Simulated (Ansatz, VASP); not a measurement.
## One calculation of ZnS, two programs

INCAR

```
SYSTEM = ZnS
ALGO     = Normal         ! electronic algorithm
EDIFF    = 1E-6           ! SCF threshold, eV
EDIFFG   = -0.005         ! ionic threshold
ENCUT    = 600            ! plane-wave cutoff, eV
GGA      = PE             ! functional
IBRION   = 2              ! ionic algorithm
ISIF     = 3              ! what is computed and relaxed
ISMEAR   = 0              ! smearing method
LASPH    = .True.         ! aspherical terms in the spheres
LCHARG   = .False.        ! write CHGCAR
LREAL    = .False.        ! projectors in reciprocal space
LWAVE    = .False.        ! write WAVECAR
NELM     = 80             ! most SCF steps
NSW      = 100            ! ionic steps
PREC     = Accurate       ! precision mode
SIGMA    = 0.02           ! smearing width, eV
```

File KPOINTS:

```
k-points
0
Gamma
  10 10 10
  0 0 0
```

POSCAR

```
ZnS
1.0
    0.0000000000      2.6936828800      2.6936828800
    2.6936828800      0.0000000000      2.6936828800
    2.6936828800      2.6936828800      0.0000000000
Zn S
1 1
Direct
    0.0000000000      0.0000000000      0.0000000000
    0.7500000000      0.7500000000      0.7500000000
```

Input for Ansatz:

```yaml
crystal:
  lattice:
    - [0.0, 2.69368288, 2.69368288]
    - [2.69368288, 0.0, 2.69368288]
    - [2.69368288, 2.69368288, 0.0]
  atoms:
    - { symbol: Zn, position: [0.0, 0.0, 0.0] }
    - { symbol: S, position: [0.75, 0.75, 0.75] }
basis:
  ecutwfc: 420
kpoints:
  mp_grid: { grid: [10, 10, 10] }
hamiltonian:
  xc: pbe
scf:
  occupations: { method: gaussian, width: 0.02 }
output:
  forces: true
  stress: true
  eigenvalues: true
relax:
  adjacent_minimum: "off"
  f_tol: 0.005
  max_steps: 80
  cell: { stress_tol: 0.05 }
```

Alike in both runs: task relaxation of cell and atoms; functional PBE; k mesh 10 × 10 × 10; occupations gaussian, width 0.02 eV; no spin polarisation.

```csv
,VASP,Ansatz
version,VASP 6.6.1,Ansatz 0.2.0
potentials or method,"VASP PAW PBE potentials, release 64 (Zn, S), cutoff 600 eV","scalar-relativistic, plane waves, PAW"
valence electrons in the cell,18,18
```

VASP gave:

| Property | Result |
| --- | --- |
| gap on the k mesh at the Fermi level, each at its own relaxed structure (eV) | 2.01 |
| relaxed volume (Å³/atom) | 20.22 |
| relaxed cell length with the largest relative difference (Å) | 3.853 |

Problem. Which values does Ansatz return?

Solution. gap on the k mesh at the Fermi level, each at its own relaxed structure (eV): 2.02; relaxed volume (Å³/atom): 20.15; relaxed cell length with the largest relative difference (Å): 3.848.
